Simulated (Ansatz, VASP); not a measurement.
**GaAs: VASP beside Ansatz**

Contents of INCAR:

```
ALGO = Normal
EDIFF = 1E-7
ENCUT = 520
GGA = PS
ISIF = 2
ISMEAR = 0
LASPH = True
LCHARG = False
LREAL = False
LWAVE = False
NBANDS = 16
NELM = 100
PREC = Accurate
SIGMA = 0.02
```

Contents of KPOINTS:

```
k-points
0
Gamma
  12 12 12
```

File POSCAR:

```
GaAs
1.0
    0.0000000000      2.8636950549      2.8636950549
    2.8636950549      0.0000000000      2.8636950549
    2.8636950549      2.8636950549      0.0000000000
Ga As
1 1
Direct
    0.0000000000      0.0000000000      0.0000000000
    0.2500000000      0.2500000000      0.2500000000
```

Input for Ansatz:

```yaml
crystal:
  lattice:
    - [0.0, 2.8636950549, 2.8636950549]
    - [2.8636950549, 0.0, 2.8636950549]
    - [2.8636950549, 2.8636950549, 0.0]
  atoms:
    - { symbol: Ga, position: [0.0, 0.0, 0.0] }
    - { symbol: As, position: [0.25, 0.25, 0.25] }
scf:
  occupations: { method: gaussian, width: 0.02 }
output:
  forces: true
  stress: true
  eigenvalues: true
  write_density: true
  write_potential: true
  elf: true
  volumetric_format: npy
hamiltonian:
  xc: pbesol
basis:
  ecutwfc: 500
kpoints:
  mp_grid: { grid: [12, 12, 12] }
```

Alike in both runs: task single point; functional PBEsol; k mesh 12 × 12 × 12; occupations gaussian, width 0.02 eV; no spin polarisation.

```csv
,VASP,Ansatz
version,VASP 6.6.1,Ansatz 0.2.0
potentials or method,"VASP PAW PBE potentials, release 64 (Ga_d, As), cutoff 520 eV","scalar-relativistic, plane waves, PAW"
valence electrons in the cell,18,28
```

|  | VASP | Ansatz | Ansatz less VASP |
| --- | --- | --- | --- |
| gap on the k mesh at the Fermi level (eV) | 0.17 | 0.16 | -0.012 |
| least direct gap on the mesh (eV) | 0.17 | 0.16 | -0.012 |
| pressure (GPa) | -2.2 | -2.3 | -0.13 |

VASP's potentials were made for PBE, not for PBEsol. The functional is the same, so the differences come from potentials, cutoffs and numerics. VASP's potentials hold 18 valence electrons a cell and Ansatz's 28, so a difference there can come from the potentials and not from the codes.
